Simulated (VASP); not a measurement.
A run of VASP 6.6.1 is set up as follows.

Contents of INCAR:

```
SYSTEM = Ir
  ALGO = Normal
  EDIFF = 1E-6
  ENCUT = 520
  GGA = RP
  ISIF = 2
  ISMEAR = -1
  ISPIN = 2
  LASPH = .TRUE.
  LCHARG = .FALSE.
  LMAXMIX = 4
  LORBIT = 11
  LREAL = .FALSE.
  LWAVE = .FALSE.
  MAGMOM = 1
  NBANDS = 14
  NELM = 150
  PREC = Accurate
  SIGMA = 0.05
```

File KPOINTS:

```
k-points
0
G
  23 23 23
  0 0 0
```

Contents of POSCAR:

```
Ir
1.0
    0.0000000000      1.9436311915      1.9436311915
    1.9436311915      0.0000000000      1.9436311915
    1.9436311915      1.9436311915      0.0000000000
Ir
1
Direct
    0.0000000000      0.0000000000      0.0000000000
```

Potentials or basis: VASP PAW PBE potentials, release 64 (Ir).

Run with:

```console
$ cat potpaw_PBE.64/Ir/POTCAR > POTCAR
$ mpirun -np 1 vasp_std > vasp.out
```

Question: Predict the net moment.

Answer: 0.00 μB per cell.

Question: Predict the pressure.

Answer: 0.0 GPa.

Caveat: the PAW data sets were made with another functional, which shifts forces and pressure a little.
